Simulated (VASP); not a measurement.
Here is a VASP 6.6.1 calculation.

File INCAR:

```
SYSTEM = Hf
PREC     = Accurate       ! precision mode
ENCUT    = 520            ! plane-wave cutoff, eV
EDIFF    = 1E-6           ! SCF threshold, eV
ISMEAR   = 0              ! smearing method
SIGMA    = 0.15           ! smearing width, eV
LREAL    = .False.        ! projectors in reciprocal space
LASPH    = .True.         ! aspherical terms in the spheres
NELM     = 60             ! most SCF steps
ALGO     = Fast           ! electronic algorithm
ISIF     = 2              ! what is computed and relaxed
LWAVE    = .False.        ! write WAVECAR
LCHARG   = .False.        ! write CHGCAR
GGA      = PS             ! functional
NBANDS   = 11             ! bands
```

File KPOINTS:

```
regular mesh
0
Gamma
  18 18 18
  0 0 0
```

File POSCAR:

```
Hf
1.0
   -1.8050000000      1.8456125000      1.8456125000
    1.8050000000     -1.7643875000      1.7643875000
    1.8050000000      1.7643875000     -1.7643875000
Hf
1
Direct
    0.0000000000      0.0000000000      0.0000000000
```

Potentials or basis: VASP PAW PBE potentials, release 64 (Hf_pv).

Run with:

```bash
$ cat potpaw_PBE.64/Hf_pv/POTCAR > POTCAR
$ mpirun -np 1 vasp_std > vasp.out
```

Problem. Predict the pressure.

Solution. -9.2 GPa.

Problem. What does it give for the band gap on the k mesh?

Solution. Zero (band 5 reaches 5.49 eV, above the bottom of band 6 at 3.47 eV).

Stress tensor (GPa, compression positive):
```
-9.17  0.00  0.00
 0.00 -9.25 -1.94
 0.00 -1.94 -9.25
```

Caveat: the cell differs from its parent crystal (strain +0.0450 x Voigt [0, 0, 0, 1, 0, 0]); the PAW data sets were made with another functional, which shifts forces and pressure a little; spin-orbit coupling is left out, which moves the levels of the heavy elements.
